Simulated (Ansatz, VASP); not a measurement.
InWSe3: VASP beside Ansatz

```
In W Se
1.0
     4.85842    0.00000    0.00000
     0.00000    4.85842    0.00000
     0.00000    0.00000    4.85842
In W Se
1 1 3
Direct
  0.50000 0.50000 0.50000
  0.00000 0.00000 0.00000
  0.50000 0.00000 0.00000
  0.00000 0.50000 0.00000
  0.00000 0.00000 0.50000
```

Alike in both runs: task single point; functional PBE; k mesh 4 × 4 × 4; occupations gaussian, width 0.1 eV; no spin polarisation.

|  | VASP | Ansatz |
| --- | --- | --- |
| version | VASP 6.6.1 | Ansatz 0.2.0 |
| potentials or method | VASP PAW PBE potentials, release 64 (In_d, W_sv, Se), cutoff 520 eV | scalar-relativistic, plane waves, PAW |
| valence electrons in the cell | 45 | 75 |

Ansatz gave:

- gap on the k mesh at the Fermi level (eV): none
- pressure (GPa): 8.6

Task: Estimate VASP's values.

Result: gap on the k mesh at the Fermi level (eV): none; pressure (GPa): 8.8.

A gap of «none» marks a metal or a gap that the smearing closes. VASP's potentials hold 45 valence electrons a cell and Ansatz's 75, so a difference there can come from the potentials and not from the codes.

Neither program's run includes spin-orbit coupling.
